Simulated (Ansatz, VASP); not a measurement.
One calculation of B3Pd, two programs

```
B Pd
1.0
     3.28600    0.00000    0.00000
     0.00000    3.28600    0.00000
     0.00000    0.00000    3.28600
B Pd
3 1
Direct
  0.50000 0.00000 0.00000
  0.00000 0.50000 0.00000
  0.00000 0.00000 0.50000
  0.50000 0.50000 0.50000
```

Alike in both runs: functional PBE; k mesh 6 × 6 × 6; occupations gaussian, width 0.2 eV; no spin polarisation.

Ansatz relaxed the structure, and its values are those at the end. VASP's run is a single point on that final structure, the one shown.

|  | VASP | Ansatz |
| --- | --- | --- |
| version | VASP 6.6.1 | Ansatz 0.2.0 |
| potentials or method | VASP PAW PBE potentials, release 64 (B, Pd), cutoff 500 eV | scalar-relativistic, plane waves, PAW |
| valence electrons in the cell | 19 | 27 |

VASP gave:

```
gap on the k mesh at the Fermi level (eV) : none
pressure (GPa)                            : -0.4
```

What did Ansatz give for the same quantities?

gap on the k mesh at the Fermi level (eV): none; pressure (GPa): -0.5.

A gap of «none» marks a metal or a gap that the smearing closes. VASP's potentials hold 19 valence electrons a cell and Ansatz's 27, so a difference there can come from the potentials and not from the codes.
